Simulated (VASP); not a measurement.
# SiC (P6_3mc) in VASP: single point with PBE

Aim: the single point of SiC with PBE.

Everything below comes from runs of VASP 6.6.1. Logs are shortened: lines on timing, memory, paths and dates and some standing lists are left out, and cuts for length are marked.

### 1 The cell of the first run

The structure is hexagonal, space group P6_3mc (No. 186). Conventional cell: a = 3.092 Å, b = 3.092 Å, c = 5.074 Å, α = 90.00°, β = 90.00°, γ = 120.00°. Si (site symmetry 3m) has 4 C at 1.89 to 1.91 Å within 2.5 Å. Within 2.5 Å of C (site symmetry 3m) lie 4 Si at 1.89 to 1.91 Å.

### 2 Single point, PBE

INCAR reads:

```
SYSTEM = SiC
PREC = Accurate ; ENCUT = 600
EDIFF = 1E-6 ; ISMEAR = 0
SIGMA = 0.02 ; LREAL = .False.
LASPH = .True. ; NELM = 120
ALGO = Normal ; ISIF = 2
LWAVE = .False. ; LCHARG = .False.
GGA = PE ; NBANDS = 16
GGA_COMPAT = .False.
```

KPOINTS reads:

```
regular mesh
0
Gamma
  12 12 6
  0 0 0
```

POSCAR reads:

```
SiC
1.0
    3.0919054420      0.0000000000      0.0000000000
   -1.5459527210      2.6776686589      0.0000000000
    0.0000000000      0.0000000000      5.0742421230
Si C
2 2
Direct
    0.3333333333      0.6666666667      0.0005820816
    0.6666666667      0.3333333333      0.5005820816
    0.3333333333      0.6666666667      0.3764179184
    0.6666666667      0.3333333333      0.8764179184
```

Potentials or basis: VASP PAW PBE potentials, release 64 (Si, C).

Started as:

```bash
$ cat potpaw_PBE.64/Si/POTCAR potpaw_PBE.64/C/POTCAR > POTCAR
$ mpirun -np 1 vasp_std > vasp.out
```

OUTCAR:

```text
SYSTEM = SiC
   PREC = Accurate
   ENCUT = 600
   EDIFF = 1E-6
   ISMEAR = 0
   LREAL = .False.
   LASPH = .True.
   NELM = 120
   ISIF = 2
   GGA = PE

 ion  position               nearest neighbor table
   1  0.333  0.667  0.001-   4 1.89   4 1.89   4 1.89   3 1.91   2 3.10   2 3.10   2 3.10   2 3.10
                             2 3.10   2 3.10
   2  0.667  0.333  0.501-   3 1.89   3 1.89   3 1.89   4 1.91   1 3.10   1 3.10   1 3.10   1 3.10
                             1 3.10   1 3.10
   3  0.333  0.667  0.376-   2 1.89   2 1.89   2 1.89   1 1.91
   4  0.667  0.333  0.876-   1 1.89   1 1.89   1 1.89   2 1.91

  LATTYP: Found a hexagonal cell.
 ALAT       =     3.0919054420
 C/A-ratio  =     1.6411375504

  Lattice vectors:

 A1 = (   3.0919054420,   0.0000000000,   0.0000000000)
 A2 = (  -1.5459527210,   2.6776686589,   0.0000000000)
 A3 = (   0.0000000000,   0.0000000000,   5.0742421230)

Analysis of symmetry for initial positions (statically):
=====================================================================
 Subroutine PRICEL returns:
 Original cell was already a primitive cell.

 Routine SETGRP: Setting up the symmetry group for a
 hexagonal supercell.

 Subroutine GETGRP returns: Found 12 space group operations
 (whereof  6 operations were pure point group operations)
 out of a pool of 24 trial point group operations.

The static configuration has the point symmetry C_3v.
 The point group associated with its full space group is C_6v.

Analysis of symmetry for dynamics (positions and initial velocities):
=====================================================================
 Subroutine PRICEL returns:
 Original cell was already a primitive cell.

 Routine SETGRP: Setting up the symmetry group for a
 hexagonal supercell.

 Subroutine GETGRP returns: Found 12 space group operations
 (whereof  6 operations were pure point group operations)
 out of a pool of 24 trial point group operations.

The dynamic configuration has the point symmetry C_3v.
 The point group associated with its full space group is C_6v.

 Subroutine INISYM returns: Found 12 space group operations
 (whereof  6 operations are pure point group operations),
 and found     1 'primitive' translations

----------------------------------------------------------------------------------------

                                     Primitive cell

  volume of cell :      42.0101

  direct lattice vectors                    reciprocal lattice vectors
     3.091905442  0.000000000  0.000000000     0.323425156  0.186729601  0.000000000
    -1.545952721  2.677668659  0.000000000     0.000000000  0.373459202  0.000000000
     0.000000000  0.000000000  5.074242123     0.000000000  0.000000000  0.197073765

  length of vectors
     3.091905442  3.091905442  5.074242123     0.373459202  0.373459202  0.197073765

  position of ions in fractional coordinates (direct lattice)
     0.333333333  0.666666667  0.000582082
     0.666666667  0.333333333  0.500582082
     0.333333333  0.666666667  0.376417918
     0.666666667  0.333333333  0.876417918

  ion indices of the primitive-cell ions
   primitive index   ion index
                 1           1
                 2           2
                 3           3
                 4           4

----------------------------------------------------------------------------------------

 KPOINTS: regular mesh

Automatic generation of k-mesh.
 Grid dimensions read from file:
 generate k-points for:   12   12    6

 Generating k-lattice:

  Cartesian coordinates                     Fractional coordinates (reciprocal lattice)
     0.026952096  0.015560800  0.000000000     0.083333333  0.000000000  0.000000000
     0.000000000  0.031121600  0.000000000     0.000000000  0.083333333  0.000000000
     0.000000000  0.000000000  0.032845628     0.000000000  0.000000000  0.166666667

  Length of vectors
     0.031121600  0.031121600  0.032845628

  Shift w.r.t. Gamma in fractional coordinates (k-lattice)
     0.000000000  0.000000000  0.000000000

 Subroutine IBZKPT returns following result:
 ===========================================

 Found     76 irreducible k-points:

 Following reciprocal coordinates:
            Coordinates               Weight
  0.000000  0.000000  0.000000      1.000000
  0.083333 -0.000000  0.000000      6.000000
  0.166667  0.000000  0.000000      6.000000
  0.250000  0.000000  0.000000      6.000000
  0.333333  0.000000  0.000000      6.000000
  0.416667  0.000000  0.000000      6.000000
[... 16 lines left out ...]
  0.250000  0.000000  0.166667     12.000000
  0.333333  0.000000  0.166667     12.000000
 [... further k-points ...]
   k-points           NKPTS =     76   k-points in BZ     NKDIM =     76   number of bands    NBANDS=     16
   number of dos      NEDOS =    301   number of ions     NIONS =      4
   total plane-waves  NPLWV =  32928
   dimension x,y,z NGX =    28 NGY =   28 NGZ =   42
   dimension x,y,z NGXF=    56 NGYF=   56 NGZF=   84
   ions per type =               2   2
   NGX,Y,Z   is equivalent  to a cutoff of  15.06, 15.06, 13.76 a.u.
   NGXF,Y,Z  is equivalent  to a cutoff of  30.11, 30.11, 27.52 a.u.
 SYSTEM =  SiC
   PREC   = accura    normal or accurate (medium, high low for compatibility)
   ISTART =      0    job   : 0-new  1-cont  2-samecut
   ICHARG =      2    charge: 1-file 2-atom 10-const
   ISPIN  =      1    spin polarized calculation?
   LNONCOLLINEAR =      F non collinear calculations
   LSORBIT =      F    spin-orbit coupling
   LASPH  =      T    aspherical Exc in radial PAW
   ENCUT  =  600.0 eV  44.10 Ry    6.64 a.u.   6.18  6.18 10.13*2*pi/ulx,y,z
   NELM   =    120;   NELMIN=  2; NELMDL= -5     # of ELM steps
   EDIFF  = 0.1E-05   stopping-criterion for ELM
   LREAL  =      F    real-space projection
   EDIFFG = 0.1E-04   stopping-criterion for IOM
   NSW    =      0    number of steps for IOM
   IBRION =     -1    ionic relax: 0-MD 1-quasi-New 2-CG
   NFREE  =      0    steps in history (QN), initial steepest desc. (CG)
   ISIF   =      2    stress and relaxation
   ISYM   =      2    0-nonsym 1-usesym 2-fastsym
   POTIM  = 0.5000    time-step for ionic-motion
   TEBEG  =    0.0;   TEEND  =   0.0 temperature during run
   PSTRESS=    0.0 pullay stress
   NELECT =      16.0000    total number of electrons
   NUPDOWN=      -1.0000    fix difference up-down
   EMIN   =  10.00;   EMAX   =-10.00  energy-range for DOS
   EFERMI =   0.00;   METHOD = LEGACY
   ISMEAR =     0;   SIGMA  =   0.02  broadening in eV -4-tet -1-fermi 0-gaus
   EFERMI_NEDOS =   21; number of points for ismear=-14 and -15
   IALGO  =     38    algorithm
   IMIX   =      4    mixing-type and parameters
     AMIX     =   0.40;   BMIX     =  1.00
     AMIX_MAG =   1.60;   BMIX_MAG =  1.00
  volume/ion in A,a.u.               =      10.50        70.87
  Fermi-wavevector in a.u.,A,eV,Ry     =   1.186670  2.242482 19.159540  1.408186
  Thomas-Fermi vector in A             =   2.322838
   LORBIT       =      0    0 simple, 1 ext, 2 COOP (PROOUT), +10 PAW based schemes
   GGA     = PE    functional components
   LHFCALC =     F    Hartree Fock is set to
   AEXX    =    0.0000 exact exchange contribution
   IVDW    =     0    specifies the selected vdW correction
   LEPSILON=     F    determine dielectric tensor
   LRPA    =     F    only Hartree local field effects (RPA)
 non-spin polarized calculation
 Gauss-broadening in eV      SIGMA  =   0.02
  energy-cutoff  :      600.00
  volume of cell :       42.01
 maximum number of plane-waves:      1420
 NGX is ok and might be reduce to    28
   NGX = 13   NGY = 13   NGZ = 21

 number of electron      16.0000000 magnetization

 Free energy of the ion-electron system (eV)
  ---------------------------------------------------
  ext. energy  EPLUGINS =         0.00000000
  ---------------------------------------------------
  free energy    TOTEN  =       -30.11300166 eV

  energy without entropy =      -30.11300166  energy(sigma->0) =      -30.11300166

 E-fermi :   8.2510     XC(G=0): -11.2827

 val. band max:        8.0836361777   @ k =   0.0000   0.0000   0.0000
 cond. band min:      10.3875579497   @ k =   0.3333   0.3333   0.0000
 fundamental gap:      2.3039217721
 Fermi energy:         8.2509792609

 k-point     1 :       0.0000    0.0000    0.0000
  band No.  band energies     occupation
      1      -7.3617      2.00000
      2      -3.8527      2.00000
      3      -0.5246      2.00000
      4       6.7744      2.00000
      5       6.7744      2.00000
      6       7.9736      2.00000
[... 8 lines left out ...]
     15      16.9322      0.00000
     16      19.2968      0.00000

 k-point     2 :       0.0833   -0.0000    0.0000
  band No.  band energies     occupation
      1      -7.2427      2.00000
      2      -3.7510      2.00000
      3      -0.4156      2.00000
      4       6.0941      2.00000
      5       6.5666      2.00000
      6       7.6197      2.00000
[... 8 lines left out ...]
     15      17.2338      0.00000
     16      18.4301      0.00000

 k-point     3 :       0.1667    0.0000    0.0000
  band No.  band energies     occupation
      1      -6.8887      2.00000
      2      -3.4550      2.00000
      3      -0.0979      2.00000
      4       4.6197      2.00000
      5       6.0961      2.00000
      6       6.5061      2.00000
[... 8 lines left out ...]
     15      17.5664      0.00000
     16      17.9035      0.00000

 k-point     4 :       0.2500    0.0000    0.0000
  band No.  band energies     occupation
      1      -6.3111      2.00000
      2      -3.0016      2.00000
      3       0.3789      2.00000
      4       3.0206      2.00000
      5       5.1282      2.00000
      6       5.5847      2.00000
[... 8 lines left out ...]
     15      18.0453      0.00000
     16      18.8044      0.00000

 k-point     5 :       0.3333    0.0000    0.0000
  band No.  band energies     occupation
      1      -5.5380      2.00000
      2      -2.5120      2.00000
      3       0.6854      2.00000
      4       1.9480      2.00000
      5       3.7305      2.00000
      6       5.1615      2.00000
[... 8 lines left out ...]
     15      18.8843      0.00000
     16      19.9656      0.00000

 k-point     6 :       0.4167    0.0000    0.0000
  band No.  band energies     occupation
      1      -4.6547      2.00000
      2      -2.3671      2.00000
      3       0.3270      2.00000
      4       2.2088      2.00000
      5       2.5591      2.00000
      6       4.8890      2.00000
[... 8 lines left out ...]
     15      18.9684      0.00000
     16      20.2490      0.00000
[... 267 lines left out ...]
 k-point    21 :       0.0833   -0.0000    0.1667
  band No.  band energies     occupation
      1      -7.1090      2.00000
      2      -4.2760      2.00000
      3       0.3229      2.00000
      4       6.1839      2.00000
      5       6.6473      2.00000
      6       7.0534      2.00000
[... 8 lines left out ...]
     15      16.9461      0.00000
     16      18.8532      0.00000

 k-point    22 :       0.1667    0.0000    0.1667
  band No.  band energies     occupation
      1      -6.7561      2.00000
      2      -3.9633      2.00000
      3       0.6041      2.00000
      4       4.7407      2.00000
      5       6.1214      2.00000
      6       6.1858      2.00000
[... 8 lines left out ...]
     15      17.7358      0.00000
     16      18.2673      0.00000

 k-point    23 :       0.2500    0.0000    0.1667
  band No.  band energies     occupation
      1      -6.1806      2.00000
      2      -3.4731      2.00000
      3       0.9629      2.00000
      4       3.2241      2.00000
      5       4.7434      2.00000
      6       5.6812      2.00000
[... 8 lines left out ...]
     15      18.7507      0.00000
     16      18.7716      0.00000

 k-point    24 :       0.3333    0.0000    0.1667
  band No.  band energies     occupation
      1      -5.4116      2.00000
      2      -2.8958      2.00000
      3       0.8009      2.00000
      4       2.5080      2.00000
      5       3.3294      2.00000
      6       5.2621      2.00000
[... 8 lines left out ...]
     15      19.2414      0.00000
     16      20.0218      0.00000

 [... further k-points ...]
[... 5 lines left out ...]
  --------------------------------------------------------------------------------------
  -------------------------------------------------------------------------------------
  Total       -0.0475324     -0.0475324     -0.0448473      0.0000000      0.0000000      0.0000000
  in kB       -1.8127856     -1.8127856     -1.7103817      0.0000000      0.0000000      0.0000000
  external PRESSURE =      -1.7786510 kB  Pullay stress =       0.0000000 kB

 VOLUME and BASIS-vectors are now :
 -----------------------------------------------------------------------------
  energy-cutoff  :      600.00
  volume of cell :       42.01
      direct lattice vectors                 reciprocal lattice vectors
     3.091905442  0.000000000  0.000000000     0.323425156  0.186729601  0.000000000
    -1.545952721  2.677668659  0.000000000     0.000000000  0.373459202  0.000000000
     0.000000000  0.000000000  5.074242123     0.000000000  0.000000000  0.197073765

 POSITION                                       TOTAL-FORCE (eV/Angst)
 -----------------------------------------------------------------------------------
     -0.00000      1.78511      0.00295         0.000000      0.000000     -0.000126
      1.54595      0.89256      2.54007        -0.000000      0.000000     -0.000126
     -0.00000      1.78511      1.91004        -0.000000      0.000000      0.000126
      1.54595      0.89256      4.44716         0.000000     -0.000000      0.000126
 -----------------------------------------------------------------------------------
    total drift:                               -0.000000      0.000000     -0.000162

  FREE ENERGIE OF THE ION-ELECTRON SYSTEM (eV)
  ---------------------------------------------------
  free  energy   TOTEN  =       -30.1130016561 eV

  energy  without entropy=      -30.1130016561  energy(sigma->0) =      -30.11300166
```

Wall time 29 s (1 thread of Intel Xeon 6975P-C (Granite Rapids), shared host); peak memory 0.19 GiB.

Results:

```
Free energy            : -30.1130 eV
Pressure               : -0.2 GPa
Band gap on the k mesh : 2.30 eV (least direct gap 3.94 eV)
```

Levels at points of the mesh, in eV from the valence-band top:
| k point | band 6 | band 7 | band 8 | band 9 | band 10 | band 11 |
| --- | --- | --- | --- | --- | --- | --- |
| (0.00, 0.00, 0.00) | -0.11 | 0.00 | 0.00 | 4.67 | 6.04 | 6.58 |
| (0.50, 0.00, 0.00) | -3.29 | -3.24 | -1.19 | 2.75 | 4.21 | 6.76 |
| (0.00, 0.00, 0.50) | -0.71 | -0.71 | -0.71 | 5.76 | 5.76 | 7.27 |
| (0.50, 0.00, 0.50) | -2.42 | -2.31 | -2.31 | 3.25 | 3.25 | 5.19 |

A k mesh can miss the band edges.
